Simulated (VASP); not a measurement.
# GaSb (I-4m2) in VASP: a series of runs

GaSb is run at these levels: r2SCAN; tasks: single point.

Program: VASP 6.6.1. These are calculated values, not measurements. Logs are shortened: lines on timing, memory, paths and dates and some standing lists are left out, and cuts for length are marked.

### 1 The cell of the first run

The structure is tetragonal, space group I-4m2 (No. 119). Conventional cell: a = 4.423 Å, b = 4.423 Å, c = 6.026 Å, α = 90.00°, β = 90.00°, γ = 90.00°. Within 3.5 Å of Ga (site symmetry -4m2) lie 4 Sb at 2.68 Å. Within 3.5 Å of Sb (site symmetry -4m2) lie 4 Ga at 2.68 Å.

### 2 Single point, r2SCAN (epitaxial xy strain +2.0%)

Contents of POSCAR:

```
GaSb
1.0
    0.0000000000      3.1271963739      3.0130566083
    3.1271963739      0.0000000000      3.0130566083
    3.1271963739      3.1271963739      0.0000000000
Ga Sb
1 1
Direct
    0.0000000000      0.0000000000      0.0000000000
    0.2500000000      0.2500000000      0.2500000000
```

Contents of INCAR.step1:

```
SYSTEM = GaSb
PREC = Accurate
ENCUT = 520
ISMEAR = -1
SIGMA = 0.02
LREAL = .FALSE.
LASPH = .TRUE.
NELM = 80
NBANDS = 16
GGA = PE
ALGO = Normal
EDIFF = 1E-4
LWAVE = .TRUE.
LCHARG = .FALSE.
```

Contents of INCAR.step2:

```
SYSTEM = GaSb
PREC = Accurate
ENCUT = 520
EDIFF = 1E-6
ISMEAR = -1
SIGMA = 0.02
LREAL = .FALSE.
LASPH = .TRUE.
NELM = 80
ALGO = Normal
ISIF = 2
LWAVE = .FALSE.
LCHARG = .TRUE.
METAGGA = R2SCAN
LMIXTAU = .TRUE.
LELF = .TRUE.
LVHAR = .TRUE.
NBANDS = 16
ISTART = 1
```

Contents of KPOINTS:

```
Automatic mesh
0
G
  8 8 8
  0 0 0
```

Potentials or basis: VASP PAW PBE potentials, release 64 (Ga_d, Sb).

Run with:

```bash
> cat potpaw_PBE.64/Ga_d/POTCAR potpaw_PBE.64/Sb/POTCAR > POTCAR
> cp INCAR.step1 INCAR
> mpirun -np 1 vasp_std > vasp.out
> cp INCAR.step2 INCAR
> mpirun -np 1 vasp_std > vasp.out
```

OUTCAR:

```text
SYSTEM = GaSb
   PREC = Accurate
   ENCUT = 520
   EDIFF = 1E-6
   ISMEAR = -1
   LREAL = .FALSE.
   LASPH = .TRUE.
   NELM = 80
   ISIF = 2
   METAGGA = R2SCAN
   ISTART = 1

 ion  position               nearest neighbor table
   1  0.000  0.000  0.000-   2 2.68   2 2.68   2 2.68   2 2.68
   2  0.250  0.250  0.250-   1 2.68   1 2.68   1 2.68   1 2.68

  LATTYP: Found a body centered tetragonal cell.
 ALAT       =     4.4225235242
 C/A-ratio  =     1.3625960797

  Lattice vectors:

 A1 = (   0.0000000000,  -3.1271963739,  -3.0130566083)
 A2 = (   0.0000000000,   3.1271963739,  -3.0130566083)
 A3 = (   3.1271963739,   0.0000000000,   3.0130566083)

Analysis of symmetry for initial positions (statically):
=====================================================================
 Subroutine PRICEL returns:
 Original cell was already a primitive cell.

 Routine SETGRP: Setting up the symmetry group for a
 body centered tetragonal supercell.

 Subroutine GETGRP returns: Found  8 space group operations
 (whereof  8 operations were pure point group operations)
 out of a pool of 16 trial point group operations.

The static configuration has the point symmetry D_2d.

Analysis of symmetry for dynamics (positions and initial velocities):
=====================================================================
 Subroutine PRICEL returns:
 Original cell was already a primitive cell.

 Routine SETGRP: Setting up the symmetry group for a
 body centered tetragonal supercell.

 Subroutine GETGRP returns: Found  8 space group operations
 (whereof  8 operations were pure point group operations)
 out of a pool of 16 trial point group operations.

The dynamic configuration has the point symmetry D_2d.

 Subroutine INISYM returns: Found  8 space group operations
 (whereof  8 operations are pure point group operations),
 and found     1 'primitive' translations

----------------------------------------------------------------------------------------

                                     Primitive cell

  volume of cell :      58.9315

  direct lattice vectors                    reciprocal lattice vectors
     0.000000000  3.127196374  3.013056608    -0.159887625  0.159887625  0.165944443
     3.127196374  0.000000000  3.013056608     0.159887625 -0.159887625  0.165944443
     3.127196374  3.127196374  0.000000000     0.159887625  0.159887625 -0.165944443

[... 75 lines left out ...]
   ISTART =      1    job   : 0-new  1-cont  2-samecut
   ICHARG =      0    charge: 1-file 2-atom 10-const
   ISPIN  =      1    spin polarized calculation?
   LNONCOLLINEAR =      F non collinear calculations
   LSORBIT =      F    spin-orbit coupling
   LASPH  =      T    aspherical Exc in radial PAW
   ENCUT  =  520.0 eV  38.22 Ry    6.18 a.u.   8.07  8.07  8.22*2*pi/ulx,y,z
   NELM   =     80;   NELMIN=  2; NELMDL=  0     # of ELM steps
   EDIFF  = 0.1E-05   stopping-criterion for ELM
   LREAL  =      F    real-space projection
   EDIFFG = 0.1E-04   stopping-criterion for IOM
   NSW    =      0    number of steps for IOM
   IBRION =     -1    ionic relax: 0-MD 1-quasi-New 2-CG
   NFREE  =      0    steps in history (QN), initial steepest desc. (CG)
   ISIF   =      2    stress and relaxation
   ISYM   =      2    0-nonsym 1-usesym 2-fastsym
   POTIM  = 0.5000    time-step for ionic-motion
   TEBEG  =    0.0;   TEEND  =   0.0 temperature during run
   PSTRESS=    0.0 pullay stress
   NELECT =      18.0000    total number of electrons
   NUPDOWN=      -1.0000    fix difference up-down
   EMIN   =  10.00;   EMAX   =-10.00  energy-range for DOS
   EFERMI =   0.00;   METHOD = LEGACY
   ISMEAR =    -1;   SIGMA  =   0.02  broadening in eV -4-tet -1-fermi 0-gaus
   EFERMI_NEDOS =   21; number of points for ismear=-14 and -15
   IALGO  =     38    algorithm
   IMIX   =      4    mixing-type and parameters
     AMIX     =   0.40;   BMIX     =  1.00
     AMIX_MAG =   1.60;   BMIX_MAG =  1.00
  volume/ion in A,a.u.               =      29.47       198.84
  Fermi-wavevector in a.u.,A,eV,Ry     =   1.102512  2.083445 16.538312  1.215532
  Thomas-Fermi vector in A             =   2.238956
   LORBIT       =      0    0 simple, 1 ext, 2 COOP (PROOUT), +10 PAW based schemes
   METAGGA = R2SCAN    functional components
   LHFCALC =     F    Hartree Fock is set to
   AEXX    =    0.0000 exact exchange contribution
   IVDW    =     0    specifies the selected vdW correction
   LEPSILON=     F    determine dielectric tensor
   LRPA    =     F    only Hartree local field effects (RPA)
 non-spin polarized calculation
  energy-cutoff  :      520.00
  volume of cell :       58.93
 maximum number of plane-waves:      1612
   NGX = 17   NGY = 17   NGZ = 17

 number of electron      18.0000000 magnetization

 Free energy of the ion-electron system (eV)
  ---------------------------------------------------
  ext. energy  EPLUGINS =         0.00000000
  ---------------------------------------------------
  free energy    TOTEN  =       -37.58867950 eV

  energy without entropy =      -37.58862369  energy(sigma->0) =      -37.58865159

 E-fermi :   4.5712     XC(G=0):  -9.5884

 val. band max:        4.5304034732   @ k =   0.0000   0.0000   0.0000
 cond. band min:       4.6119736627   @ k =   0.0000   0.0000   0.0000
 fundamental gap:      0.0815701894
 Fermi energy:         4.5711892853

 k-point     1 :       0.0000    0.0000    0.0000
  band No.  band energies     occupation
      1     -11.0556      2.00000
      2     -11.0556      2.00000
      3     -11.0506      2.00000
      4     -11.0046      2.00000
      5     -10.9990      2.00000
      6      -7.3322      2.00000
[... 433 lines left out ...]
      3     -11.0413      2.00000
      4     -11.0052      2.00000
      5     -10.9995      2.00000
      6      -6.1553      2.00000
[... 8 lines left out ...]
     15      13.2582      0.00000
     16      14.0734      0.00000

 [... further k-points ...]
[... 5 lines left out ...]
  --------------------------------------------------------------------------------------
  -------------------------------------------------------------------------------------
  Total       -0.5951406     -0.5951406      0.0219799      0.0000000      0.0000000      0.0000000
  in kB      -16.1801512    -16.1801512      0.5975708      0.0000000      0.0000000      0.0000000
  external PRESSURE =     -10.5875772 kB  Pullay stress =       0.0000000 kB

 VOLUME and BASIS-vectors are now :
 -----------------------------------------------------------------------------
  energy-cutoff  :      520.00
  volume of cell :       58.93
      direct lattice vectors                 reciprocal lattice vectors
     0.000000000  3.127196374  3.013056608    -0.159887625  0.159887625  0.165944443
     3.127196374  0.000000000  3.013056608     0.159887625 -0.159887625  0.165944443
     3.127196374  3.127196374  0.000000000     0.159887625  0.159887625 -0.165944443

 POSITION                                       TOTAL-FORCE (eV/Angst)
 -----------------------------------------------------------------------------------
      0.00000      0.00000      0.00000         0.000000      0.000000      0.000000
      1.56360      1.56360      1.50653        -0.000000     -0.000000     -0.000000
 -----------------------------------------------------------------------------------
    total drift:                               -0.000085     -0.000085     -0.000259

  FREE ENERGIE OF THE ION-ELECTRON SYSTEM (eV)
  ---------------------------------------------------
  free  energy   TOTEN  =       -37.5886794959 eV

  energy  without entropy=      -37.5886236859  energy(sigma->0) =      -37.58865159
```

OUTCAR.step1:

```text
SYSTEM = GaSb
   PREC = Accurate
   ENCUT = 520
   ISMEAR = -1
   LREAL = .FALSE.
   LASPH = .TRUE.
[... 677 lines left out ...]
      0.00000      0.00000      0.00000         0.000000     -0.000000     -0.000000
      1.56360      1.56360      1.50653        -0.000000      0.000000      0.000000
 -----------------------------------------------------------------------------------
    total drift:                               -0.000002     -0.000002      0.000003

  FREE ENERGIE OF THE ION-ELECTRON SYSTEM (eV)
  ---------------------------------------------------
  free  energy   TOTEN  =        -7.3567462519 eV

  energy  without entropy=       -7.3567367614  energy(sigma->0) =       -7.35674151
```

OSZICAR.step1:

```text
N       E                     dE             d eps       ncg     rms          rms(c)
DAV:   1     0.831472608235E+02    0.83147E+02   -0.85631E+03  1896   0.137E+03
DAV:   2    -0.700376412156E+00   -0.83848E+02   -0.80969E+02  2256   0.303E+02
DAV:   3    -0.728355977633E+01   -0.65832E+01   -0.65474E+01  2256   0.652E+01
DAV:   4    -0.740488642086E+01   -0.12133E+00   -0.12131E+00  2440   0.999E+00
DAV:   5    -0.740755878066E+01   -0.26724E-02   -0.26722E-02  2392   0.132E+00    0.307E+00
DAV:   6    -0.736691292604E+01    0.40646E-01   -0.61752E-02  2672   0.381E+00    0.183E+00
DAV:   7    -0.735526369317E+01    0.11649E-01   -0.36071E-02  2248   0.153E+00    0.343E-01
DAV:   8    -0.735622560490E+01   -0.96191E-03   -0.43233E-03  2512   0.743E-01    0.772E-02
DAV:   9    -0.735670358901E+01   -0.47798E-03   -0.65167E-04  2248   0.201E-01    0.312E-02
DAV:  10    -0.735674625187E+01   -0.42663E-04   -0.43982E-05  2000   0.408E-02
   1 F= -.73567463E+01 E0= -.73567415E+01  d E =-.949046E-05
```

It took 1.9 min on 1 thread of Intel Xeon Platinum 8488C (Sapphire Rapids), shared host; peak memory 0.23 GiB.

Results:

| Item | Value |
| --- | --- |
| Free energy | -37.5887 eV |
| Pressure | -1.1 GPa |
| Band gap on the k mesh | 0.08 eV |

Stress tensor (GPa, compression positive):
```
-1.62  0.00  0.00
 0.00 -1.62  0.00
 0.00  0.00  0.06
```

Levels at points of the mesh, in eV from the valence-band top:
```tsv
k point	band 6	band 7	band 8	band 9	band 10	band 11	band 12	band 13
(0.00, 0.00, 0.00)	-11.86	-0.21	-0.21	0.00	0.08	2.78	2.90	2.90
(0.50, 0.00, 0.00)	-10.22	-6.57	-1.44	-1.17	0.46	3.78	3.99	6.81
(0.50, 0.50, 0.00)	-9.28	-6.94	-2.88	-2.88	0.81	1.24	8.94	8.94
(0.50, 0.00, 0.50)	-9.42	-7.11	-2.67	-2.64	1.11	1.48	8.84	8.85
```

Caveat: the cell differs from its parent crystal (epitaxial xy strain +2.0%); semilocal functionals underestimate gaps, and a narrow one can read as zero; the PAW data sets were made with another functional, which shifts forces and pressure a little; spin-orbit coupling is left out, which moves the levels of the heavy elements.

### 3 Single point, r2SCAN (epitaxial xy strain +3.0%)

Contents of POSCAR:

```
GaSb
1.0
    0.0000000000      3.1578551619      2.9884959792
    3.1578551619      0.0000000000      2.9884959792
    3.1578551619      3.1578551619      0.0000000000
Ga Sb
1 1
Direct
    0.0000000000      0.0000000000      0.0000000000
    0.2500000000      0.2500000000      0.2500000000
```

Contents of INCAR.step1:

```
ALGO = Normal ; EDIFF = 1E-4
ENCUT = 520 ; GGA = PE
ISMEAR = -1 ; LASPH = True
LCHARG = False ; LREAL = False
LWAVE = True ; NBANDS = 16
NELM = 80 ; PREC = Accurate
SIGMA = 0.02
```

Contents of INCAR.step2:

```
ALGO = Normal ; EDIFF = 1E-6
ENCUT = 520 ; ISIF = 2
ISMEAR = -1 ; ISTART = 1
LASPH = True ; LCHARG = False
LMIXTAU = True ; LREAL = False
LWAVE = False ; METAGGA = R2SCAN
NBANDS = 16 ; NELM = 80
PREC = Accurate ; SIGMA = 0.02
```

Contents of KPOINTS:

```
k-points
0
Gamma
  8 8 8
```

Potentials or basis: VASP PAW PBE potentials, release 64 (Ga_d, Sb).

Run with:

```bash
> cat potpaw_PBE.64/Ga_d/POTCAR potpaw_PBE.64/Sb/POTCAR > POTCAR
> cp INCAR.step1 INCAR
> mpirun -np 1 vasp_std > vasp.out
> cp INCAR.step2 INCAR
> mpirun -np 1 vasp_std > vasp.out
```

Wall time 88 s (1 thread of Intel Xeon Platinum 8488C (Sapphire Rapids), shared host); peak memory 0.22 GiB.

The run converged. Its results:

- Free energy: -37.5742 eV
- Pressure: -1.5 GPa
- Band gap on the k mesh: 0.07 eV

Stress tensor (GPa, compression positive):
```
-2.34  0.00  0.00
 0.00 -2.34  0.00
 0.00  0.00  0.03
```

Levels at points of the mesh, in eV from the valence-band top:
| k point | band 7 | band 8 | band 9 | band 10 | band 11 | band 12 |
| --- | --- | --- | --- | --- | --- | --- |
| (0.00, 0.00, 0.00) | -0.23 | -0.23 | 0.00 | 0.07 | 2.77 | 2.94 |
| (0.50, 0.00, 0.00) | -6.50 | -1.47 | -1.07 | 0.43 | 3.75 | 4.08 |
| (0.50, 0.50, 0.00) | -6.81 | -2.89 | -2.89 | 0.75 | 1.21 | 8.89 |
| (0.50, 0.00, 0.50) | -7.06 | -2.58 | -2.53 | 1.18 | 1.55 | 8.69 |

Caveat: the cell differs from its parent crystal (epitaxial xy strain +3.0%); semilocal functionals underestimate gaps, and a narrow one can read as zero; the PAW data sets were made with another functional, which shifts forces and pressure a little; spin-orbit coupling is left out, which moves the levels of the heavy elements. A k mesh can miss the band edges.

### 4 Single point, r2SCAN (epitaxial xy strain +4.0%)

Contents of POSCAR:

```
GaSb
1.0
    0.0000000000      3.1885139498      2.9615254104
    3.1885139498      0.0000000000      2.9615254104
    3.1885139498      3.1885139498      0.0000000000
Ga Sb
1 1
Direct
    0.0000000000      0.0000000000      0.0000000000
    0.2500000000      0.2500000000      0.2500000000
```

Contents of INCAR.step1:

```
PREC = Accurate
ENCUT = 520
ISMEAR = -1
SIGMA = 0.02
LREAL = False
LASPH = True
NELM = 60
NBANDS = 16
GGA = PE
ALGO = Normal
EDIFF = 1E-4
LWAVE = True
LCHARG = False
```

Contents of INCAR.step2:

```
PREC = Accurate
ENCUT = 520
EDIFF = 1E-7
ISMEAR = -1
SIGMA = 0.02
LREAL = False
LASPH = True
NELM = 60
ALGO = Normal
ISIF = 2
LWAVE = False
LCHARG = False
METAGGA = R2SCAN
LMIXTAU = True
NBANDS = 16
ISTART = 1
```

Contents of KPOINTS:

```
regular mesh
0
Gamma
  8 8 8
```

Run with:

```bash
> cat potpaw_PBE.64/Ga_d/POTCAR potpaw_PBE.64/Sb/POTCAR > POTCAR
> cp INCAR.step1 INCAR
> mpirun -np 1 vasp_std > vasp.out
> cp INCAR.step2 INCAR
> mpirun -np 1 vasp_std > vasp.out
```

Run time: 1.7 min. Hardware: 1 thread of Intel Xeon Platinum 8488C (Sapphire Rapids), shared host; peak memory 0.22 GiB.

Results (log left out):

```yaml
Free_energy: -37.5546 eV
Pressure: -2.0 GPa
Band_gap_on_the_k_mesh: 0.22 eV
```

Stress tensor (GPa, compression positive):
```
-3.02  0.00  0.00
 0.00 -3.02  0.00
 0.00  0.00  0.06
```

Levels at points of the mesh, in eV from the valence-band top:
| k point | band 6 | band 7 | band 8 | band 9 | band 10 | band 11 | band 12 | band 13 |
| --- | --- | --- | --- | --- | --- | --- | --- | --- |
| (0.00, 0.00, 0.00) | -11.60 | -0.17 | -0.17 | 0.00 | 0.22 | 2.83 | 3.07 | 3.07 |
| (0.50, 0.00, 0.00) | -10.01 | -6.36 | -1.42 | -0.90 | 0.47 | 3.80 | 4.24 | 6.96 |
| (0.50, 0.50, 0.00) | -9.04 | -6.62 | -2.82 | -2.82 | 0.76 | 1.25 | 8.91 | 8.91 |
| (0.50, 0.00, 0.50) | -9.28 | -6.95 | -2.42 | -2.35 | 1.33 | 1.70 | 8.61 | 8.63 |

Caveat: the cell differs from its parent crystal (epitaxial xy strain +4.0%); semilocal functionals underestimate gaps, and a narrow one can read as zero; the PAW data sets were made with another functional, which shifts forces and pressure a little; spin-orbit coupling is left out, which moves the levels of the heavy elements. A k mesh can miss the band edges.

(Continued in part 2 of 2.)
